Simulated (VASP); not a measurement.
CdS (Greenockite):

```
Cd S
1.0
     4.09391    0.00000    0.00000
    -2.04696    3.54543    0.00000
     0.00000    0.00000    6.64595
Cd S
2 2
Direct
  0.66667 0.33333 0.50000
  0.33333 0.66667 0.00000
  0.66667 0.33333 0.87500
  0.33333 0.66667 0.37500
```

This cell differs from its parent crystal: volume scaled by 0.96.

Base run:

- Program: VASP 6.6.1
- Functional: LDA
- Potentials or basis: VASP PAW LDA potentials, release 64 (Cd, S)
- Cutoff: 520 eV
- k mesh: 7 × 7 × 4
- Occupations: fermi-dirac, width 0.05 eV
- Spin: no spin polarisation

Its results: band gap on the k mesh 1.03 eV, direct; pressure -0.2 GPa; largest force 0.071 eV/Å.

Q: The run is repeated on the same cell with these changes: functional from LDA to PBEsol; potentials or basis from VASP PAW LDA potentials, release 64 (Cd, S) to VASP PAW PBE potentials, release 64 (Cd, S). What comes out?

A: Band gap on the k mesh 1.15 eV, direct; pressure 2.0 GPa; largest force 0.075 eV/Å.

Caveats: the PAW data sets were made with another functional, which shifts forces and pressure a little (some runs).

